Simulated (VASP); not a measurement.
Write the native input for VASP 6.6.1 that does the following.

```
Task                   : single point
Functional             : LDA
Potentials or basis    : VASP PAW PBE potentials, release 64 (Eu)
Cutoff                 : 520 eV
k mesh                 : 14 × 14 × 14
Occupations            : gaussian, width 0.05 eV
Spin                   : collinear spin, ferromagnetic start
Starting moments       : [0.5] μB
Dipole correction      : no
Further INCAR settings : ALGO = Normal; EDIFF = 1e-06; NBANDS = 18
```

The structure of Eu lies in POSCAR:

```
Eu
1.0
   -2.0520540880      2.0520540880      2.0520540880
    2.0520540880     -2.0520540880      2.0520540880
    2.0520540880      2.0520540880     -2.0520540880
Eu
1
Direct
    0.0000000000      0.0000000000      0.0000000000
```

The input as run:

INCAR

```
PREC     = Accurate       # precision mode
ENCUT    = 520            # plane-wave cutoff, eV
EDIFF    = 1E-6           # SCF threshold, eV
ISMEAR   = 0              # smearing method
SIGMA    = 0.05           # smearing width, eV
LREAL    = False          # projectors in reciprocal space
LASPH    = True           # aspherical terms in the spheres
NELM     = 150            # most SCF steps
ALGO     = Normal         # electronic algorithm
ISIF     = 2              # what is computed and relaxed
LWAVE    = False          # write WAVECAR
LCHARG   = False          # write CHGCAR
ISPIN    = 2              # spin polarisation
MAGMOM   = 0.5            # initial moments
LORBIT   = 11             # projections on sites
LMAXMIX  = 6              # l up to which the mixer works
GGA      = CA             # functional
NBANDS   = 18             # bands
```

KPOINTS

```
regular mesh
0
Gamma
  14 14 14
```

Potentials or basis: VASP PAW PBE potentials, release 64 (Eu).

Run with:

```bash
$ cat potpaw_PBE.64/Eu/POTCAR > POTCAR
$ mpirun -np 1 vasp_std > vasp.out
```

Results of the run:

```yaml
Pressure: -0.4 GPa
Net_moment: 7.12 μB per cell
Site_moments: Eu +6.64 μB
Valence_electrons_inside_the_program's_atomic_spheres: Eu 14.72
```

Caveat: the PAW data sets were made with another functional, which shifts forces and pressure a little.

Wall time 2.2 min on 1 thread of Intel(R) Xeon(R) Platinum 8488C (Sapphire Rapids), with other jobs on the host, peak memory 0.24 GiB.
